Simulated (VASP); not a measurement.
Here is a VASP 6.6.1 calculation.

The input INCAR:

```
ALGO     = Normal         # electronic algorithm
EDIFF    = 1E-8           # SCF threshold, eV
ENCUT    = 520            # plane-wave cutoff, eV
GGA      = PE             # functional
IBRION   = 8              # ionic algorithm
ISIF     = 2              # what is computed and relaxed
ISMEAR   = -1             # smearing method
LASPH    = True           # aspherical terms in the spheres
LCHARG   = False          # write CHGCAR
LREAL    = False          # projectors in reciprocal space
LWAVE    = False          # write WAVECAR
NBANDS   = 15             # bands
NELM     = 60             # most SCF steps
NSW      = 1              # ionic steps
PREC     = Accurate       # precision mode
SIGMA    = 0.15           # smearing width, eV
```

Contents of KPOINTS:

```
k-points
0
Gamma
  16 16 16
```

The input POSCAR:

```
TiC
1.0
    0.0000000000      2.1666605865      2.1666605865
    2.1666605865      0.0000000000      2.1666605865
    2.1666605865      2.1666605865      0.0000000000
Ti C
1 1
Direct
    0.0000000000      0.0000000000      0.0000000000
    0.5000000000      0.5000000000      0.5000000000
```

Potentials or basis: VASP PAW PBE potentials, release 64 (Ti_sv, C).

Run with:

```console
$ cat potpaw_PBE.64/Ti_sv/POTCAR potpaw_PBE.64/C/POTCAR > POTCAR
$ mpirun -np 1 vasp_std > vasp.out
```

Task: Estimate the highest phonon frequency at Γ.

Result: 515 cm⁻¹.

Phonon frequencies in cm⁻¹ (negative: imaginary):
```
              q point        frequencies
(0.000, 0.000, 0.000)  0 0 0 515 515 515
```
